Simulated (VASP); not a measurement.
NaCl: single point with PBE

The system is NaCl.

```
CELL_PARAMETERS angstrom
0.00000 2.85104 2.85104
2.85104 0.00000 2.85104
2.85104 2.85104 0.00000
ATOMIC_POSITIONS crystal
Na 0.00000 0.00000 0.00000
Cl 0.50000 0.50000 0.50000
```

```yaml
Program: VASP 6.6.1
Task: single point
Functional: PBE
Potentials_or_basis: VASP PAW PBE potentials, release 64 (Na_pv, Cl)
Cutoff: 520 eV
k_mesh: 6 × 6 × 6
Occupations: gaussian, width 0.02 eV
Spin: no spin polarisation
```

| Item | Value |
| --- | --- |
| Pressure | -0.1 GPa |
| Band gap on the k mesh | 4.98 eV |

Levels at points of the mesh, in eV from the valence-band top:
```
           k point  band 3  band 4  band 5  band 6  band 7  band 8  band 9  band 10  band 11  band 12
(0.00, 0.00, 0.00)  -20.88  -12.59    0.00    0.00    0.00    4.98   11.08    11.08    11.08    13.20
(0.50, 0.00, 0.00)  -20.89  -12.28   -1.83   -0.25   -0.25    7.21   10.36    10.89    10.89    14.77
(0.50, 0.50, 0.00)  -20.89  -12.24   -1.57   -0.56   -0.56    7.44    8.10    11.09    14.48    14.48
```

Wall time 6.5 s on 1 thread of Intel(R) Xeon(R) Platinum 8488C (Sapphire Rapids) (shared host), peak memory 0.16 GiB.
